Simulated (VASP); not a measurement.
A run of VASP 6.6.1 is set up as follows.

INCAR

```
SYSTEM = CsI
  PREC = Accurate
  ENCUT = 500
  EDIFF = 1E-6
  ISMEAR = 0
  SIGMA = 0.01
  LREAL = .FALSE.
  LASPH = .TRUE.
  NELM = 120
  ALGO = Normal
  ISIF = 2
  LWAVE = .FALSE.
  LCHARG = .TRUE.
  GGA = PE
  LELF = .TRUE.
  LVHAR = .TRUE.
  NBANDS = 15
  GGA_COMPAT = .FALSE.
```

KPOINTS

```
regular mesh
0
G
  4 4 4
  0 0 0
```

The input POSCAR:

```
CsI
1.0
    4.7569243106      0.0000000000      0.0000000000
    0.0000000000      4.7569243106      0.0000000000
    0.0000000000      0.0000000000      4.7569243106
Cs I
1 1
Direct
    0.0000000000      0.0000000000      0.0000000000
    0.5000000000      0.5000000000      0.5000000000
```

Potentials or basis: VASP PAW PBE potentials, release 64 (Cs_sv, I).

Run with:

```bash
$ cat potpaw_PBE.64/Cs_sv/POTCAR potpaw_PBE.64/I/POTCAR > POTCAR
$ mpirun -np 1 vasp_std > vasp.out
```

Task: Estimate the pressure.

Result: -0.5 GPa.

Task: What does it give for the band gap on the k mesh?

Result: 3.52 eV, indirect (least direct gap 3.61 eV).

Caveat: spin-orbit coupling is left out, which moves the levels of the heavy elements. A k mesh can miss the band edges.
